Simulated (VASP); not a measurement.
A run of VASP 6.6.1 is set up as follows.

The input INCAR:

```
  PREC = Accurate
  ENCUT = 520
  EDIFF = 1E-6
  ISMEAR = 0
  SIGMA = 0.05
  LREAL = False
  LASPH = True
  NELM = 100
  ALGO = Normal
  ISIF = 2
  LWAVE = False
  LCHARG = False
  GGA = PS
  NBANDS = 26
```

The input KPOINTS:

```
regular mesh
0
Gamma
  6 6 6
```

File POSCAR:

```
MgO
1.0
    4.2142114404      0.0000000000      0.0000000000
    0.0000000000     -4.2142114404      0.0000000000
    0.0000000000      0.0000000000     -4.2142114404
Mg O
4 4
Direct
    0.0000000000      0.0000000000      0.0000000000
    0.5000000000      0.5000000000      0.0000000000
    0.5000000000      0.0000000000      0.5000000000
    0.0000000000      0.5000000000      0.5000000000
    0.4940676921      0.0000000000      0.0000000000
    0.0000000000      0.5000000000      0.0000000000
    0.0000000000      0.0000000000      0.5000000000
    0.5000000000      0.5000000000      0.5000000000
```

Potentials or basis: VASP PAW PBE potentials, release 64 (Mg, O).

Launch:

```sh
$ cat potpaw_PBE.64/Mg/POTCAR potpaw_PBE.64/O/POTCAR > POTCAR
$ mpirun -np 1 vasp_std > vasp.out
```

(1) Estimate the pressure.

(2) What does it give for the largest force?

(3) Predict the band gap on the k mesh.

Results:

(1) -0.6 GPa.

(2) 0.268 eV/Å.

(3) 4.62 eV.

Caveat: the cell differs from its parent crystal (atom 5 (O) moved +0.025 Å towards its neighbour atom 1 (Mg) at 2.107 Å); the PAW data sets were made with another functional, which shifts forces and pressure a little.
